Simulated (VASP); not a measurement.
**NaH: single point with PBE0**

The system is NaH.

```
CELL_PARAMETERS angstrom
0.00000 2.39751 2.39751
2.39751 0.00000 2.39751
2.39751 2.39751 0.00000
ATOMIC_POSITIONS crystal
Na 0.00000 0.00000 0.00000
H 0.50000 0.50000 0.50000
```

```
Program                            : VASP 6.6.1
Task                               : single point
Functional                         : PBE0
Potentials or basis                : VASP PAW PBE potentials, release 64 (Na_pv, H)
Cutoff                             : 520 eV
k mesh                             : 6 × 6 × 6
Occupations                        : gaussian, width 0.01 eV
Spin                               : no spin polarisation
Dipole correction                  : no
Grid for exact exchange (PRECFOCK) : Normal
Further INCAR settings             : ALGO = Normal; EDIFF = 1e-06; NBANDS = 11
Share of exact exchange            : 0.25
```

```
Pressure               : 0.2 GPa
Band gap on the k mesh : 5.63 eV (least direct gap 6.56 eV)
```

Levels at points of the mesh, in eV from the valence-band top:
```
           k point  band 1  band 2  band 3  band 4  band 5  band 6  band 7  band 8  band 9
(0.00, 0.00, 0.00)  -24.33  -24.33  -24.33   -4.03   13.01   17.99   17.99   17.99   19.09
(0.50, 0.00, 0.00)  -24.42  -24.34  -24.34   -0.93    5.63   13.12   15.77   15.77   18.92
(0.50, 0.50, 0.00)  -24.41  -24.36  -24.36   -0.14    6.49   12.13   12.96   12.96   14.34
```

Run time: 2.4 min on 1 thread of Intel(R) Xeon(R) 6975P-C (Granite Rapids), with other jobs on the host, peak memory 0.15 GiB.

Caveat: the PAW data sets were made with another functional, which shifts forces and pressure a little. A k mesh can miss the band edges.
